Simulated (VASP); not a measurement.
Runs of VASP 6.6.1 on Cd. The structure is that of space group P6_3/mmc (No. 194), or close to it. The cells are those of the table. 

```csv
cell,k mesh,gap on the mesh (eV),pressure (GPa)
"a = 3.198, b = 3.198, c = 10.181 Å, angles 90.0, 90.0, 120.0°, 4 atoms",13 × 13 × 4,none,(b)
"a = 3.117, b = 3.117, c = 9.923 Å, angles 90.0, 90.0, 120.0°, 4 atoms",12 × 12 × 3,none,0.4
"a = 3.158, b = 3.158, c = 10.054 Å, angles 90.0, 90.0, 120.0°, 4 atoms",13 × 13 × 4,none,-1.6
"a = 3.031, b = 3.031, c = 9.651 Å, angles 90.0, 90.0, 120.0°, 4 atoms",13 × 13 × 4,none,(a)
"a = 3.074, b = 3.074, c = 9.789 Å, angles 90.0, 90.0, 120.0°, 4 atoms",13 × 13 × 4,none,3.2
"a = 2.987, b = 2.987, c = 9.509 Å, angles 90.0, 90.0, 120.0°, 4 atoms",13 × 13 × 4,none,11.5
"a = 3.117, b = 3.117, c = 9.923 Å, angles 90.0, 90.0, 120.0°, 4 atoms",13 × 13 × 4,none,0.5
```

Alike in all rows: task single point; level PBEsol; potentials or basis VASP PAW PBE potentials, release 64 (Cd); no spin polarisation; cutoff (eV) 520; smearing fermi-dirac 0.1 eV.

Task: Estimate the missing entries.

Result: (a) 6.8; (b) -3.2.

Caveats: the PAW data sets were made with another functional, which shifts forces and pressure a little.

A k mesh can miss the band edges, and the runs leave out spin-orbit coupling on Cd.

A gap of «none» marks levels without a gap at the run's occupations.
